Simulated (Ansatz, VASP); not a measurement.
TiN: VASP beside Ansatz

```
Ti N
1.0
     0.00000    2.08588    2.08588
     2.08588    0.00000    2.08588
     2.08588    2.08588    0.00000
Ti N
1 1
Direct
  0.00000 0.00000 0.00000
  0.50000 0.50000 0.50000
```

Alike in both runs: task relaxation of cell and atoms; functional LDA; k mesh 24 × 24 × 24; occupations fermi-dirac, width 0.15 eV; no spin polarisation.

|  | VASP | Ansatz |
| --- | --- | --- |
| version | VASP 6.6.1 | Ansatz 0.2.0 |
| potentials or method | VASP PAW LDA potentials, release 64 (Ti_sv, N), cutoff 600 eV | scalar-relativistic, plane waves, PAW |
| valence electrons in the cell | 17 | 17 |

Ansatz gave:

```
gap on the k mesh at the Fermi level, each at its own relaxed structure (eV) : none
relaxed volume (Å³/atom)                                                     : 9.08
relaxed cell length with the largest relative difference (Å)                 : 2.951
```

**Question.** Estimate VASP's values.

**Answer.** gap on the k mesh at the Fermi level, each at its own relaxed structure (eV): none; relaxed volume (Å³/atom): 9.11; relaxed cell length with the largest relative difference (Å): 2.954.

Ansatz warns that its potentials were made for another functional, while VASP's fit it. LDA's correlation is that of Perdew and Zunger in VASP and of Perdew and Wang (1992) in Ansatz. A gap of «none» marks a metal or a gap that the smearing closes.
